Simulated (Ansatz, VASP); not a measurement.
GaSb: VASP beside Ansatz

```
Ga Sb
1.0
     0.00000    3.09681    3.06615
     3.09681    0.00000    3.06615
     3.09681    3.09681    0.00000
Ga Sb
1 1
Direct
  0.00000 0.00000 0.00000
  0.75000 0.75000 0.75000
```

Change from the starting cell: strain +0.0100 x Voigt [1, 1, 0, 0, 0, 0], atoms carried along.

Alike in both runs: task single point; functional r2SCAN; k mesh 10 × 10 × 10; occupations gaussian, width 0.05 eV; no spin polarisation.

|  | VASP | Ansatz |
| --- | --- | --- |
| version | VASP 6.6.1 | Ansatz 0.2.0 |
| potentials or method | VASP PAW PBE potentials, release 64 (Ga_d, Sb), cutoff 520 eV | scalar-relativistic, plane waves, PAW |
| valence electrons in the cell | 18 | 28 |

|  | VASP | Ansatz | Ansatz less VASP |
| --- | --- | --- | --- |
| gap on the k mesh at the Fermi level (eV) | 0.21 | 0.22 | +0.016 |
| least direct gap on the mesh (eV) | 0.21 | 0.22 | +0.016 |
| pressure (GPa) | -0.9 | -1.0 | -0.07 |
| traceless stress, the component that is largest in VASP (GPa) | 0.33 | 0.32 | -0.005 |

VASP's potentials were made for PBE, not for r2SCAN. The functional is the same, so the differences come from potentials, cutoffs and numerics. VASP's potentials hold 18 valence electrons a cell and Ansatz's 28, so a difference there can come from the potentials and not from the codes.

Neither program's run includes spin-orbit coupling.
